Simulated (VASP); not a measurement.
# BP (Pm-3m) in VASP: a series of runs, part 2 of 2

VASP 6.6.1.

**3. Vibrations by perturbation theory, LDA**

This run uses another cell than the first one, of 10.06 Å³/atom.

Input file INCAR:

```
PREC     = Accurate       # precision mode
ENCUT    = 520            # plane-wave cutoff, eV
EDIFF    = 1E-8           # SCF threshold, eV
ISMEAR   = -1             # smearing method
SIGMA    = 0.15           # smearing width, eV
LREAL    = F              # projectors in reciprocal space
LASPH    = T              # aspherical terms in the spheres
NELM     = 80             # most SCF steps
ALGO     = Normal         # electronic algorithm
ISIF     = 2              # what is computed and relaxed
LWAVE    = F              # write WAVECAR
LCHARG   = F              # write CHGCAR
GGA      = CA             # functional
IBRION   = 8              # ionic algorithm
NSW      = 1              # ionic steps
```

Input file KPOINTS:

```
Automatic mesh
0
Gamma
  16 16 16
```

Input file POSCAR:

```
BP
1.0
    2.7202000000      0.0000000000      0.0000000000
    0.0000000000      2.7202000000      0.0000000000
    0.0000000000      0.0000000000      2.7202000000
B P
1 1
Direct
    0.0000000000      0.0000000000      0.0000000000
    0.5000000000      0.5000000000      0.5000000000
```

Potentials or basis: VASP PAW LDA potentials, release 64 (B, P).

Started as:

```bash
$ cat potpaw_LDA.64/B/POTCAR potpaw_LDA.64/P/POTCAR > POTCAR
$ mpirun -np 1 vasp_std > vasp.out
```

OUTCAR:

```text
PREC = Accurate
   ENCUT = 520
   EDIFF = 1E-8
   ISMEAR = -1
   LREAL = F
   LASPH = T
   NELM = 80
   ISIF = 2
   GGA = CA
   IBRION = 8
   NSW = 1

 ion  position               nearest neighbor table
   1  0.000  0.000  0.000-   2 2.36   2 2.36   2 2.36   2 2.36   2 2.36   2 2.36   2 2.36   2 2.36

   2  0.500  0.500  0.500-   1 2.36   1 2.36   1 2.36   1 2.36   1 2.36   1 2.36   1 2.36   1 2.36

  LATTYP: Found a simple cubic cell.
 ALAT       =     2.7202000000

  Lattice vectors:
[... 519 lines left out ...]
               1X          1Y          1Z          2X          2Y          2Z
  1X     2.016546    0.000000   -0.000000   -2.016546   -0.000000    0.000000
  1Y    -0.000000    2.016546   -0.000000    0.000000   -2.016546    0.000000
  1Z     0.000000   -0.000000    2.016546   -0.000000    0.000000   -2.016546
  2X    -2.016063   -0.000000   -0.000000    2.016063    0.000000    0.000000
  2Y    -0.000000   -2.016063   -0.000000    0.000000    2.016063    0.000000
  2Z    -0.000000   -0.000000   -2.016063    0.000000    0.000000    2.016063

 Eigenvectors and eigenvalues of the dynamical matrix
 ----------------------------------------------------

   1 f  =    0.000411 THz     0.002582 2PiTHz    0.013708 cm-1     0.001700 meV
             X         Y         Z           dx          dy          dz
      0.000000  0.000000  0.000000     0.062416   -0.487942    0.129230
      1.360100  1.360100  1.360100     0.105661   -0.826011    0.218767
[... 21 lines left out ...]
   6 f/i=    7.841875 THz    49.271955 2PiTHz  261.576800 cm-1    32.431375 meV
             X         Y         Z           dx          dy          dz
      0.000000  0.000000  0.000000    -0.835165   -0.209324   -0.000000
      1.360100  1.360100  1.360100     0.493349    0.123652   -0.000000

--------------------------------------------------------------------------------------------------------

 ELASTIC MODULI CONTR FROM IONIC RELAXATION (kBar)
 Direction    XX          YY          ZZ          XY          YZ          ZX
 --------------------------------------------------------------------------------
 XX           0.0000      0.0000      0.0000      0.0000      0.0000      0.0000
 YY           0.0000      0.0000      0.0000      0.0000      0.0000      0.0000
 ZZ           0.0000      0.0000      0.0000      0.0000      0.0000      0.0000
 XY           0.0000      0.0000      0.0000      0.0000      0.0000      0.0000
 YZ           0.0000      0.0000      0.0000      0.0000      0.0000      0.0000
 ZX           0.0000      0.0000      0.0000      0.0000      0.0000      0.0000
 --------------------------------------------------------------------------------
```

OSZICAR:

```text
N       E                     dE             d eps       ncg     rms          rms(c)
DAV:   1     0.720068856451E+01    0.72007E+01   -0.41966E+03  2656   0.911E+02
DAV:   2    -0.106586804474E+02   -0.17859E+02   -0.17119E+02  4032   0.101E+02
DAV:   3    -0.108728140130E+02   -0.21413E+00   -0.20829E+00  2872   0.135E+01
DAV:   4    -0.108737195971E+02   -0.90558E-03   -0.90541E-03  3864   0.740E-01
[... 35 lines left out ...]
RMM:   7    -0.363110921912E-01   -0.98092E-06   -0.75280E-10 10611   0.278E-04    0.114E-04
RMM:   8    -0.363109829331E-01    0.10926E-06   -0.15586E-09 10910   0.266E-05    0.406E-05
RMM:   9    -0.363110536194E-01   -0.70686E-07    0.23721E-09 10885   0.161E-05    0.362E-06
RMM:  10    -0.363110394843E-01    0.14135E-07    0.16928E-08  9811   0.338E-06    0.614E-07
RMM:  11    -0.363110357929E-01    0.36914E-08   -0.66867E-10  5041   0.954E-07    0.852E-08
 Linear response finished
```

stdout:

```text
POSCAR found type information on POSCAR B P
 POSCAR found :  2 types and       2 ions
 scaLAPACK will be used
 LDA part: xc-table for (Slater(with rela. corr.)+CA(PZ))
 , standard interpolation
 POSCAR, INCAR and KPOINTS ok, starting setup
 FFT: planning ... GRIDC
 FFT: planning ... GRID_SOFT
 FFT: planning ... GRID
 WAVECAR not read
[... 19 lines left out ...]
|                                                                             |
 -----------------------------------------------------------------------------

 Linear response reoptimize wavefunctions to high precision
 Linear response DOF=           2
 Linear response progress:
 first order change of Fermi-energy  -0.13137E-03
 force on displaced ion       1 direction 1 :   2.017  -0.000  -0.000
 Linear response progress:
 first order change of Fermi-energy   0.31922E-03
 force on displaced ion       2 direction 1 :   2.016   0.000  -0.000
 Linear response finished
```

Run time: 3.1 min. Hardware: 1 thread of Intel Xeon 8259CL, shared host; peak memory 0.25 GiB.

Results:

```
Highest phonon frequency at Γ, LO-TO splitting left out : 0 cm⁻¹
Most unstable mode                                      : 262i cm⁻¹
```

Phonon frequencies in cm⁻¹ (negative: imaginary):
```
              q point           frequencies
(0.000, 0.000, 0.000)  -262 -262 -262 0 0 0
```

Caveat: the cell stands under pressure or tension, which shifts response properties; some modes are imaginary.

**4. Vibrations by perturbation theory, LDA**

This run uses another cell than the first one, of 10.67 Å³/atom.

Input file INCAR:

```
ALGO     = Normal         # electronic algorithm
EDIFF    = 1E-8           # SCF threshold, eV
ENCUT    = 520            # plane-wave cutoff, eV
IBRION   = 8              # ionic algorithm
ISIF     = 2              # what is computed and relaxed
ISMEAR   = -1             # smearing method
LASPH    = True           # aspherical terms in the spheres
LCHARG   = False          # write CHGCAR
LREAL    = False          # projectors in reciprocal space
LWAVE    = False          # write WAVECAR
NELM     = 100            # most SCF steps
NSW      = 1              # ionic steps
PREC     = Accurate       # precision mode
SIGMA    = 0.15           # smearing width, eV
```

Input file KPOINTS:

```
k-points
0
Gamma
  16 16 16
```

Input file POSCAR:

```
BP
1.0
    2.7740000000      0.0000000000      0.0000000000
    0.0000000000      2.7740000000      0.0000000000
    0.0000000000      0.0000000000      2.7740000000
B P
1 1
Direct
    0.0000000000      0.0000000000      0.0000000000
    0.5000000000      0.5000000000      0.5000000000
```

Potentials or basis: VASP PAW LDA potentials, release 64 (B, P).

Started as:

```bash
$ cat potpaw_LDA.64/B/POTCAR potpaw_LDA.64/P/POTCAR > POTCAR
$ mpirun -np 1 vasp_std > vasp.out
```

OUTCAR:

```text
EDIFF = 1E-8
   ENCUT = 520
   IBRION = 8
   ISIF = 2
   ISMEAR = -1
   LASPH = True
   LREAL = False
   NELM = 100
   NSW = 1
   PREC = Accurate

 ion  position               nearest neighbor table
   1  0.000  0.000  0.000-   2 2.40   2 2.40   2 2.40   2 2.40   2 2.40   2 2.40   2 2.40   2 2.40

   2  0.500  0.500  0.500-   1 2.40   1 2.40   1 2.40   1 2.40   1 2.40   1 2.40   1 2.40   1 2.40

  LATTYP: Found a simple cubic cell.
 ALAT       =     2.7740000000

  Lattice vectors:

 A1 = (   2.7740000000,   0.0000000000,   0.0000000000)
 A2 = (   0.0000000000,   2.7740000000,   0.0000000000)
 A3 = (   0.0000000000,   0.0000000000,   2.7740000000)

Analysis of symmetry for initial positions (statically):
=====================================================================
 Subroutine PRICEL returns:
 Original cell was already a primitive cell.

[... 494 lines left out ...]

 INTERNAL STRAIN TENSOR  FOR ION    2  DIRECTION 1   (eV/Angst):
 -----------------------------------------------------------------------------
     0.00932 -0.00000  0.00000
     0.00000 -0.01127  0.00000
     0.00000  0.00000 -0.01127

 INTERNAL STRAIN TENSOR FOR ION    2 for displacements in x,y,z  (eV/Angst):
          X           Y           Z          XY          YZ          ZX
  --------------------------------------------------------------------------------
  x     0.00000     0.00000     0.00000     0.00000     0.00000     0.00000
  y     0.00000     0.00000     0.00000     0.00000     0.00000     0.00000
  z     0.00000     0.00000     0.00000     0.00000     0.00000     0.00000

 SECOND DERIVATIVES (NOT SYMMETRIZED)
 ------------------------------------
               1X          1Y          1Z          2X          2Y          2Z
  1X     2.526225   -0.000000    0.000000   -2.526225    0.000000   -0.000000
  1Y    -0.000000    2.526225   -0.000000    0.000000   -2.526225    0.000000
  1Z     0.000000    0.000000    2.526225   -0.000000   -0.000000   -2.526225
  2X    -2.525287   -0.000000    0.000000    2.525287    0.000000   -0.000000
  2Y    -0.000000   -2.525287   -0.000000    0.000000    2.525287    0.000000
  2Z    -0.000000   -0.000000   -2.525287    0.000000    0.000000    2.525287

 Eigenvectors and eigenvalues of the dynamical matrix
 ----------------------------------------------------

   1 f  =    0.000714 THz     0.004484 2PiTHz    0.023805 cm-1     0.002951 meV
             X         Y         Z           dx          dy          dz
      0.000000  0.000000  0.000000     0.000000    0.114592    0.495506
      1.387000  1.387000  1.387000    -0.000000    0.194000    0.838872
[... 21 lines left out ...]
   6 f/i=    8.776968 THz    55.147314 2PiTHz  292.768125 cm-1    36.298605 meV
             X         Y         Z           dx          dy          dz
      0.000000  0.000000  0.000000    -0.861012   -0.000000    0.000000
      1.387000  1.387000  1.387000     0.508584    0.000000    0.000000

--------------------------------------------------------------------------------------------------------

 ELASTIC MODULI CONTR FROM IONIC RELAXATION (kBar)
 Direction    XX          YY          ZZ          XY          YZ          ZX
 --------------------------------------------------------------------------------
 XX           0.0000      0.0000      0.0000      0.0000      0.0000      0.0000
 YY           0.0000      0.0000      0.0000      0.0000      0.0000      0.0000
 ZZ           0.0000      0.0000      0.0000      0.0000      0.0000      0.0000
 XY           0.0000      0.0000      0.0000      0.0000      0.0000      0.0000
 YZ           0.0000      0.0000      0.0000      0.0000      0.0000      0.0000
 ZX           0.0000      0.0000      0.0000      0.0000      0.0000      0.0000
 --------------------------------------------------------------------------------
```

stdout:

```text
POSCAR found type information on POSCAR B P
 POSCAR found :  2 types and       2 ions
 scaLAPACK will be used
 LDA part: xc-table for (Slater(with rela. corr.)+CA(PZ))
 , standard interpolation
 POSCAR, INCAR and KPOINTS ok, starting setup
 FFT: planning ... GRIDC
 FFT: planning ... GRID_SOFT
 FFT: planning ... GRID
 WAVECAR not read
[... 19 lines left out ...]
|                                                                             |
 -----------------------------------------------------------------------------

 Linear response reoptimize wavefunctions to high precision
 Linear response DOF=           2
 Linear response progress:
 first order change of Fermi-energy  -0.10929E-03
 force on displaced ion       1 direction 1 :   2.526   0.000  -0.000
 Linear response progress:
 first order change of Fermi-energy   0.28728E-03
 force on displaced ion       2 direction 1 :   2.525   0.000  -0.000
 Linear response finished
```

It took 3 min on 1 thread of Intel Xeon 8259CL, shared host; peak memory 0.29 GiB.

What came out:

```yaml
Highest_phonon_frequency_at_Γ_LO-TO_splitting_left_out: 0 cm⁻¹
Most_unstable_mode: 293i cm⁻¹
```

Phonon frequencies in cm⁻¹ (negative: imaginary):
```tsv
q point	frequencies
(0.000, 0.000, 0.000)	-293 -293 -293 0 0 0
```

Caveat: the cell stands under pressure or tension, which shifts response properties; some modes are imaginary.

**5. Elastic constants, LDA**

Input file INCAR:

```
PREC = Accurate ; ENCUT = 600
EDIFF = 1E-8 ; ISMEAR = -1
SIGMA = 0.15 ; LREAL = False
LASPH = True ; NELM = 60
ALGO = Normal ; ISIF = 3
LWAVE = False ; LCHARG = False
GGA = CA ; IBRION = 6
NFREE = 2 ; POTIM = 0.015
NSW = 1
```

Input file KPOINTS:

```
regular mesh
0
Gamma
  16 16 16
```

Input file POSCAR:

```
BP
1.0
    2.5219000000      0.0000000000      0.0000000000
    0.0000000000      2.5219000000      0.0000000000
    0.0000000000      0.0000000000      2.5219000000
B P
1 1
Direct
    0.0000000000      0.0000000000      0.0000000000
    0.5000000000      0.5000000000      0.5000000000
```

Started as:

```bash
$ cat potpaw_LDA.64/B/POTCAR potpaw_LDA.64/P/POTCAR > POTCAR
$ mpirun -np 1 vasp_std > vasp.out
```

Wall time 17 min (1 thread of Intel Xeon 8259CL, shared host); peak memory 0.4 GiB.

Results (log left out):

* Elastic constants C11, C12, C44: 168, 289, -42 GPa
* Voigt bulk modulus: 249 GPa
* Highest phonon frequency at Γ, LO-TO splitting left out: 225 cm⁻¹

Phonon frequencies in cm⁻¹ (negative: imaginary):
```tsv
q point	frequencies
(0.000, 0.000, 0.000)	0 0 0 225 225 225
```

Elastic tensor in Voigt notation (GPa, in the Cartesian axes of the cell as first typed):
```
168 289 289   0   0   0
289 168 289   0   0   0
289 289 168   0   0   0
  0   0   0 -42   0   0
  0   0   0   0 -42   0
  0   0   0   0   0 -42
```

Clamped-ion elastic tensor (GPa):
```
168 289 289   0   0   0
289 168 289   0   0   0
289 289 168   0   0   0
  0   0   0 -42   0   0
  0   0   0   0 -42   0
  0   0   0   0   0 -42
```

Caveat: the cell is under stress, which shifts elastic constants; the elastic tensor has a negative eigenvalue, so either the cell is unstable as it stands or the mesh is too thin.
